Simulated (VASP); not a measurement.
# B4MoRu (F-43m) in VASP: notebook

Runs on B4MoRu. Level: PBE. Tasks: single point.

All numbers are computed with VASP 6.6.1; they aren't measurements. Logs are shortened: lines on timing, memory, paths and dates and some standing lists are left out, and cuts for length are marked.

## Step 1: The cell of the first run

Symmetry: F-43m, No. 216, cubic system. The conventional cell has a = 6.486 Å, b = 6.486 Å, c = 6.486 Å, α = 90.00°, β = 90.00°, γ = 90.00°. B (site symmetry 3m) has 3 B at 1.55 Å and 1 Mo at 1.86 Å within 2.1 Å. Mo (site symmetry -43m) has 4 B at 1.86 Å within 2.5 Å. Within 3.7 Å of Ru (site symmetry -43m) lie 12 B at 2.80 Å and 4 Mo at 2.81 Å.

The cell was built from a structure type or drawn by symmetry, and may not be a known phase.

## Step 2: Single point, PBE

INCAR reads:

```
SYSTEM = B4MoRu
PREC = Accurate ; ENCUT = 520
EDIFF = 1E-7 ; ISMEAR = 0
SIGMA = 0.1 ; LREAL = .FALSE.
LASPH = .TRUE. ; NELM = 60
ALGO = Normal ; ISIF = 2
LWAVE = .FALSE. ; LCHARG = .FALSE.
GGA = PE ; NBANDS = 29
```

KPOINTS reads:

```
Automatic mesh
0
G
  4 4 4
  0 0 0
```

POSCAR reads:

```
B4MoRu
1.0
    0.0000000000      3.2427926400      3.2427926400
    3.2427926400      0.0000000000      3.2427926400
    3.2427926400      3.2427926400      0.0000000000
B Mo Ru
4 1 1
Direct
    0.0842750700      0.0842750700      0.0842750700
    0.0842750700      0.0842750700      0.7471747900
    0.0842750700      0.7471747900      0.0842750700
    0.7471747900      0.0842750700      0.0842750700
    0.2500000000      0.2500000000      0.2500000000
    0.5000000000      0.5000000000      0.5000000000
```

Potentials or basis: VASP PAW PBE potentials, release 64 (B, Mo_sv, Ru_pv).

Launch:

```console
$ cat potpaw_PBE.64/B/POTCAR potpaw_PBE.64/Mo_sv/POTCAR potpaw_PBE.64/Ru_pv/POTCAR > POTCAR
$ mpirun -np 1 vasp_std > vasp.out
```

OUTCAR:

```text
SYSTEM = B4MoRu
   PREC = Accurate
   ENCUT = 520
   EDIFF = 1E-7
   ISMEAR = 0
   LREAL = .FALSE.
   LASPH = .TRUE.
   NELM = 60
   ISIF = 2
   GGA = PE

 ion  position               nearest neighbor table
   1  0.084  0.084  0.084-   2 1.55   3 1.55   4 1.55   5 1.86
   2  0.084  0.084  0.747-   1 1.55   3 1.55   4 1.55   5 1.86
   3  0.084  0.747  0.084-   1 1.55   2 1.55   4 1.55   5 1.86
   4  0.747  0.084  0.084-   1 1.55   2 1.55   3 1.55   5 1.86
   5  0.250  0.250  0.250-   2 1.86   3 1.86   4 1.86   1 1.86   6 2.81   6 2.81   6 2.81   6 2.81

   6  0.500  0.500  0.500-   5 2.81   5 2.81   5 2.81   5 2.81

  LATTYP: Found a face centered cubic cell.
 ALAT       =     6.4855852800

  Lattice vectors:

 A1 = (   0.0000000000,   3.2427926400,   3.2427926400)
 A2 = (   3.2427926400,   0.0000000000,   3.2427926400)
 A3 = (   3.2427926400,   3.2427926400,   0.0000000000)

Analysis of symmetry for initial positions (statically):
=====================================================================
 Subroutine PRICEL returns:
 Original cell was already a primitive cell.

 Routine SETGRP: Setting up the symmetry group for a
 face centered cubic supercell.

 Subroutine GETGRP returns: Found 24 space group operations
 (whereof 24 operations were pure point group operations)
 out of a pool of 48 trial point group operations.

The static configuration has the point symmetry T_d .

Analysis of symmetry for dynamics (positions and initial velocities):
=====================================================================
 Subroutine PRICEL returns:
 Original cell was already a primitive cell.

 Routine SETGRP: Setting up the symmetry group for a
 face centered cubic supercell.

 Subroutine GETGRP returns: Found 24 space group operations
 (whereof 24 operations were pure point group operations)
 out of a pool of 48 trial point group operations.

The dynamic configuration has the point symmetry T_d .

 Subroutine INISYM returns: Found 24 space group operations
 (whereof 24 operations are pure point group operations),
 and found     1 'primitive' translations

----------------------------------------------------------------------------------------

                                     Primitive cell

  volume of cell :      68.2005

  direct lattice vectors                    reciprocal lattice vectors
     0.000000000  3.242792640  3.242792640    -0.154188089  0.154188089  0.154188089
     3.242792640  0.000000000  3.242792640     0.154188089 -0.154188089  0.154188089
     3.242792640  3.242792640  0.000000000     0.154188089  0.154188089 -0.154188089

  length of vectors
     4.586001331  4.586001331  4.586001331     0.267061604  0.267061604  0.267061604

  position of ions in fractional coordinates (direct lattice)
     0.084275070  0.084275070  0.084275070
     0.084275070  0.084275070  0.747174790
     0.084275070  0.747174790  0.084275070
     0.747174790  0.084275070  0.084275070
     0.250000000  0.250000000  0.250000000
     0.500000000  0.500000000  0.500000000

  ion indices of the primitive-cell ions
   primitive index   ion index
                 1           1
                 2           2
                 3           3
                 4           4
                 5           5
                 6           6

----------------------------------------------------------------------------------------

 KPOINTS: Automatic mesh

Automatic generation of k-mesh.
 Grid dimensions read from file:
 generate k-points for:    4    4    4

 Generating k-lattice:

  Cartesian coordinates                     Fractional coordinates (reciprocal lattice)
    -0.038547022  0.038547022  0.038547022     0.250000000  0.000000000  0.000000000
     0.038547022 -0.038547022  0.038547022     0.000000000  0.250000000  0.000000000
     0.038547022  0.038547022 -0.038547022     0.000000000  0.000000000  0.250000000

  Length of vectors
     0.066765401  0.066765401  0.066765401

  Shift w.r.t. Gamma in fractional coordinates (k-lattice)
     0.000000000  0.000000000  0.000000000

 Subroutine IBZKPT returns following result:
 ===========================================

 Found      8 irreducible k-points:

 Following reciprocal coordinates:
            Coordinates               Weight
  0.000000  0.000000  0.000000      1.000000
  0.250000  0.000000  0.000000      8.000000
  0.500000  0.000000  0.000000      4.000000
  0.250000  0.250000  0.000000      6.000000
  0.500000  0.250000  0.000000     24.000000
 -0.250000  0.250000  0.000000     12.000000
  0.500000  0.500000  0.000000      3.000000
 -0.250000  0.500000  0.250000      6.000000
   k-points           NKPTS =      8   k-points in BZ     NKDIM =      8   number of bands    NBANDS=     29
   number of dos      NEDOS =    301   number of ions     NIONS =      6
   total plane-waves  NPLWV =  46656
   dimension x,y,z NGX =    36 NGY =   36 NGZ =   36
   dimension x,y,z NGXF=    72 NGYF=   72 NGZF=   72
   ions per type =               4   1   1
   NGX,Y,Z   is equivalent  to a cutoff of  13.05, 13.05, 13.05 a.u.
   NGXF,Y,Z  is equivalent  to a cutoff of  26.10, 26.10, 26.10 a.u.
 SYSTEM =  B4MoRu
   PREC   = accura    normal or accurate (medium, high low for compatibility)
   ISTART =      0    job   : 0-new  1-cont  2-samecut
   ICHARG =      2    charge: 1-file 2-atom 10-const
   ISPIN  =      1    spin polarized calculation?
   LNONCOLLINEAR =      F non collinear calculations
   LSORBIT =      F    spin-orbit coupling
   LASPH  =      T    aspherical Exc in radial PAW
   ENCUT  =  520.0 eV  38.22 Ry    6.18 a.u.   8.53  8.53  8.53*2*pi/ulx,y,z
   NELM   =     60;   NELMIN=  2; NELMDL= -5     # of ELM steps
   EDIFF  = 0.1E-06   stopping-criterion for ELM
   LREAL  =      F    real-space projection
   EDIFFG = 0.1E-05   stopping-criterion for IOM
   NSW    =      0    number of steps for IOM
   IBRION =     -1    ionic relax: 0-MD 1-quasi-New 2-CG
   NFREE  =      0    steps in history (QN), initial steepest desc. (CG)
   ISIF   =      2    stress and relaxation
   ISYM   =      2    0-nonsym 1-usesym 2-fastsym
   POTIM  = 0.5000    time-step for ionic-motion
   TEBEG  =    0.0;   TEEND  =   0.0 temperature during run
   PSTRESS=    0.0 pullay stress
   NELECT =      40.0000    total number of electrons
   NUPDOWN=      -1.0000    fix difference up-down
   EMIN   =  10.00;   EMAX   =-10.00  energy-range for DOS
   EFERMI =   0.00;   METHOD = LEGACY
   ISMEAR =     0;   SIGMA  =   0.10  broadening in eV -4-tet -1-fermi 0-gaus
   EFERMI_NEDOS =   21; number of points for ismear=-14 and -15
   IALGO  =     38    algorithm
   IMIX   =      4    mixing-type and parameters
     AMIX     =   0.40;   BMIX     =  1.00
     AMIX_MAG =   1.60;   BMIX_MAG =  1.00
  volume/ion in A,a.u.               =      11.37        76.71
  Fermi-wavevector in a.u.,A,eV,Ry     =   1.370353  2.589591 25.549920  1.877866
  Thomas-Fermi vector in A             =   2.496146
   LORBIT       =      0    0 simple, 1 ext, 2 COOP (PROOUT), +10 PAW based schemes
   GGA     = PE    functional components
   LHFCALC =     F    Hartree Fock is set to
   AEXX    =    0.0000 exact exchange contribution
   IVDW    =     0    specifies the selected vdW correction
   LEPSILON=     F    determine dielectric tensor
   LRPA    =     F    only Hartree local field effects (RPA)
 non-spin polarized calculation
 Gauss-broadening in eV      SIGMA  =   0.10
  energy-cutoff  :      520.00
  volume of cell :       68.20
 maximum number of plane-waves:      1856
 NGX is ok and might be reduce to    36
   NGX = 17   NGY = 17   NGZ = 17

 number of electron      40.0000002 magnetization

 Free energy of the ion-electron system (eV)
  ---------------------------------------------------
  ext. energy  EPLUGINS =         0.00000000
  ---------------------------------------------------
  free energy    TOTEN  =       -36.14587600 eV

  energy without entropy =      -36.11587216  energy(sigma->0) =      -36.13087408

 E-fermi :   6.8101     XC(G=0): -11.4022

 val. band max:        6.8078451455   @ k =  -0.2500   0.5000   0.2500
 cond. band min:       6.8703681769   @ k =  -0.2500   0.2500   0.0000
 fundamental gap:      0.0625230314
 Fermi energy:         6.8101092481

 k-point     1 :       0.0000    0.0000    0.0000
  band No.  band energies     occupation
      1     -53.0357      2.00000
      2     -35.6865      2.00000
      3     -35.6865      2.00000
      4     -35.6865      2.00000
      5     -27.4625      2.00000
      6     -27.4625      2.00000
[... 21 lines left out ...]
     28      12.8009      0.00000
     29      15.0144      0.00000

 k-point     2 :       0.2500    0.0000    0.0000
  band No.  band energies     occupation
      1     -53.0357      2.00000
      2     -35.6869      2.00000
      3     -35.6869      2.00000
      4     -35.6866      2.00000
      5     -27.4667      2.00000
      6     -27.4623      2.00000
[... 21 lines left out ...]
     28      13.4928      0.00000
     29      16.1840      0.00000

 k-point     3 :       0.5000    0.0000    0.0000
  band No.  band energies     occupation
      1     -53.0357      2.00000
      2     -35.6873      2.00000
      3     -35.6873      2.00000
      4     -35.6867      2.00000
      5     -27.4708      2.00000
      6     -27.4622      2.00000
[... 21 lines left out ...]
     28      14.0468      0.00000
     29      15.3638      0.00000

 k-point     4 :       0.2500    0.2500    0.0000
  band No.  band energies     occupation
      1     -53.0357      2.00000
      2     -35.6874      2.00000
      3     -35.6874      2.00000
      4     -35.6858      2.00000
      5     -27.4680      2.00000
      6     -27.4623      2.00000
[... 21 lines left out ...]
     28      14.4283      0.00000
     29      15.2068      0.00000

 k-point     5 :       0.5000    0.2500    0.0000
  band No.  band energies     occupation
      1     -53.0357      2.00000
      2     -35.6886      2.00000
      3     -35.6879      2.00000
      4     -35.6852      2.00000
      5     -27.4706      2.00000
      6     -27.4636      2.00000
[... 21 lines left out ...]
     28      14.4039      0.00000
     29      16.2978      0.00000

 k-point     6 :      -0.2500    0.2500    0.0000
  band No.  band energies     occupation
      1     -53.0357      2.00000
      2     -35.6885      2.00000
      3     -35.6873      2.00000
      4     -35.6855      2.00000
      5     -27.4688      2.00000
      6     -27.4641      2.00000
[... 21 lines left out ...]
     28      14.8347      0.00000
     29      15.6610      0.00000

 k-point     7 :       0.5000    0.5000    0.0000
  band No.  band energies     occupation
      1     -53.0357      2.00000
      2     -35.6884      2.00000
      3     -35.6884      2.00000
      4     -35.6851      2.00000
      5     -27.4735      2.00000
      6     -27.4621      2.00000
[... 21 lines left out ...]
     28      13.7504      0.00000
     29      16.2020      0.00000

 k-point     8 :      -0.2500    0.5000    0.2500
  band No.  band energies     occupation
      1     -53.0357      2.00000
      2     -35.6889      2.00000
      3     -35.6884      2.00000
      4     -35.6847      2.00000
      5     -27.4704      2.00000
      6     -27.4652      2.00000
[... 21 lines left out ...]
     28      14.5101      0.00000
     29      16.8924      0.00000

------------------------ aborting loop because EDIFF is reached ----------------------------------------

  FORCE on cell =-STRESS in cart. coord.  units (eV):
  Direction    XX          YY          ZZ          XY          YZ          ZX
  --------------------------------------------------------------------------------------
  -------------------------------------------------------------------------------------
  Total       19.8197339     19.8197339     19.8197339      0.0000000      0.0000000      0.0000000
  in kB      465.6084669    465.6084669    465.6084669      0.0000000      0.0000000      0.0000000
  external PRESSURE =     465.6084669 kB  Pullay stress =       0.0000000 kB

 VOLUME and BASIS-vectors are now :
 -----------------------------------------------------------------------------
  energy-cutoff  :      520.00
  volume of cell :       68.20
      direct lattice vectors                 reciprocal lattice vectors
     0.000000000  3.242792640  3.242792640    -0.154188089  0.154188089  0.154188089
     3.242792640  0.000000000  3.242792640     0.154188089 -0.154188089  0.154188089
     3.242792640  3.242792640  0.000000000     0.154188089  0.154188089 -0.154188089

 POSITION                                       TOTAL-FORCE (eV/Angst)
 -----------------------------------------------------------------------------------
      0.54657      0.54657      0.54657         1.144939      1.144939      1.144939
      2.69622      2.69622      0.54657        -1.144939     -1.144939      1.144939
      2.69622      0.54657      2.69622        -1.144939      1.144939     -1.144939
      0.54657      2.69622      2.69622         1.144939     -1.144939     -1.144939
      1.62140      1.62140      1.62140        -0.000000     -0.000000     -0.000000
      3.24279      3.24279      3.24279        -0.000000     -0.000000     -0.000000
 -----------------------------------------------------------------------------------
    total drift:                                0.000001      0.000001      0.000001

  FREE ENERGIE OF THE ION-ELECTRON SYSTEM (eV)
  ---------------------------------------------------
  free  energy   TOTEN  =       -36.1458759976 eV

  energy  without entropy=      -36.1158721562  energy(sigma->0) =      -36.13087408
```

It took 17 s on 1 thread of Intel Xeon 6975P-C (Granite Rapids), shared host; peak memory 0.2 GiB.

Results:

```yaml
Free_energy: -36.1459 eV
Pressure: 46.6 GPa
Largest_force: 1.983 eV/Å
Band_gap_on_the_k_mesh: zero (bands 20 and 21 overlap by 0.28 eV)
```

Forces on the atoms (eV/Å):
```
B    1.145  1.145  1.145
B   -1.145 -1.145  1.145
B   -1.145  1.145 -1.145
B    1.145 -1.145 -1.145
Mo   0.000  0.000  0.000
Ru   0.000  0.000  0.000
```

Caveat: the k points lie up to 0.42 Å⁻¹ apart; forces of over 1 eV/Å act on the atoms, so gaps and moduli don't describe the material at rest.

## Step 3: Single point, PBE

This run uses another cell than the first one, of 14.45 Å³/atom.

INCAR reads:

```
SYSTEM = B4MoRu
PREC = Accurate
ENCUT = 520
EDIFF = 1E-6
ISMEAR = 0
SIGMA = 0.1
LREAL = .False.
LASPH = .True.
NELM = 60
ALGO = Normal
ISIF = 2
LWAVE = .False.
LCHARG = .True.
GGA = PE
LELF = .True.
LVHAR = .True.
NBANDS = 29
```

KPOINTS reads:

```
regular mesh
0
Gamma
  4 4 4
  0 0 0
```

POSCAR reads:

```
B4MoRu
1.0
    0.0000000000      3.5128534080      3.5128534080
    3.5128534080      0.0000000000      3.5128534080
    3.5128534080      3.5128534080      0.0000000000
B Mo Ru
4 1 1
Direct
    0.0853112915      0.0853112915      0.0853112915
    0.0853112915      0.0853112915      0.7440661255
    0.0853112915      0.7440661255      0.0853112915
    0.7440661255      0.0853112915      0.0853112915
    0.2500000000      0.2500000000      0.2500000000
    0.5000000000      0.5000000000      0.5000000000
```

Potentials or basis: VASP PAW PBE potentials, release 64 (B, Mo_sv, Ru_pv).

Launch:

```console
$ cat potpaw_PBE.64/B/POTCAR potpaw_PBE.64/Mo_sv/POTCAR potpaw_PBE.64/Ru_pv/POTCAR > POTCAR
$ mpirun -np 1 vasp_std > vasp.out
```

Wall time 25 s (1 thread of Intel Xeon 6975P-C (Granite Rapids), shared host); peak memory 0.24 GiB.

Results (log left out):

| Quantity | Value |
| --- | --- |
| Free energy | -38.4325 eV |
| Pressure | 0.2 GPa |
| Band gap on the k mesh | zero (bands 20 and 21 overlap by 0.20 eV) |

Forces on the atoms (eV/Å):
```
B    0.002  0.002  0.002
B   -0.002 -0.002  0.002
B   -0.002  0.002 -0.002
B    0.002 -0.002 -0.002
Mo   0.000  0.000  0.000
Ru   0.000  0.000  0.000
```

Levels at points of the mesh, in eV from the Fermi level:
```tsv
k point	band 18	band 19	band 20	band 21	band 22	band 23
(0.00, 0.00, 0.00)	-0.40	-0.40	-0.40	0.60	0.60	3.72
(0.50, 0.00, 0.00)	-0.75	-0.75	-0.34	-0.09	-0.09	1.95
(0.50, 0.50, 0.00)	-0.56	-0.55	-0.55	-0.10	0.43	1.78
```

Caveat: the k points lie up to 0.39 Å⁻¹ apart.
